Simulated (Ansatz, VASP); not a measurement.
## Two plane-wave programs on InBS3

```
In B S
1.0
     3.04902    1.76035    5.06982
    -3.04902    1.76035    5.06982
     0.00000   -3.52070    5.06982
In B S
2 2 6
Direct
  0.25000 0.25000 0.25000
  0.75000 0.75000 0.75000
  0.00000 0.00000 0.00000
  0.50000 0.50000 0.50000
  0.34272 0.75000 0.15728
  0.15728 0.34272 0.75000
  0.75000 0.15728 0.34272
  0.65728 0.25000 0.84272
  0.84272 0.65728 0.25000
  0.25000 0.84272 0.65728
```

Alike in both runs: functional PBE; k mesh 6 × 6 × 6; occupations gaussian, width 0.1 eV; no spin polarisation.

Ansatz relaxed the structure, and its values are those at the end. VASP's run is a single point on that final structure, the one shown.

|  | VASP | Ansatz |
| --- | --- | --- |
| version | VASP 6.6.1 | Ansatz 0.2.0 |
| potentials or method | VASP PAW PBE potentials, release 64 (In_d, B, S), cutoff 520 eV | scalar-relativistic, plane waves, PAW |
| valence electrons in the cell | 68 | 68 |

VASP gave:

* gap on the k mesh at the Fermi level (eV): none
* pressure (GPa): -0.1

Question: What did Ansatz give for the same quantities?

Answer: gap on the k mesh at the Fermi level (eV): none; pressure (GPa): 0.0.

A gap of «none» marks a metal or a gap that the smearing closes.
